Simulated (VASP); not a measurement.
Crystal: TiO2.

```xyz
12
Lattice="1.4741 -4.7965 0.0000 1.4741 4.7965 0.0000 0.0000 0.0000 10.2352" Properties=species:S:1:pos:R:3 pbc="T T T"
Ti    1.4741   -3.5198    5.9686
Ti    1.4741    3.5198    4.2666
Ti    1.4741   -3.5198    9.3842
Ti    1.4741    3.5198    0.8510
O     1.4741    0.0000    5.1176
O     1.4741    0.0000    0.0000
O     1.4741   -4.1656    7.6764
O     1.4741    4.1656    2.5588
O     1.4741   -2.4405    1.0529
O     1.4741    2.4405    9.1824
O     1.4741    2.4405    6.1705
O     1.4741   -2.4405    4.0648
```

Base run:

| Quantity | Value |
| --- | --- |
| Program | VASP 6.6.1 |
| Functional | PBEsol |
| Potentials or basis | VASP PAW PBE potentials, release 64 (Ti_sv, O) |
| Cutoff | 520 eV |
| k mesh | 9 × 9 × 3 |
| Occupations | fermi-dirac, width 0.05 eV |
| Spin | no spin polarisation |
| Hubbard terms | Ti d U = 6.0 eV |

Its results: band gap on the k mesh 3.03 eV (least direct gap 3.13 eV); pressure 4.1 GPa; largest force 0.778 eV/Å.

Problem. The run is repeated on the same cell with these changes: hubbard terms from Ti d U = 6.0 eV to none. What comes out?

Solution. Band gap on the k mesh 2.52 eV (least direct gap 2.61 eV); pressure -6.3 GPa; largest force 0.340 eV/Å.

The U term pushes filled and empty states of the shell apart.

Caveats: the PAW data sets were made with another functional, which shifts forces and pressure a little; the cell stands under pressure (at least some runs); the cell stands under tension (at least some runs).

A k mesh can miss the band edges.
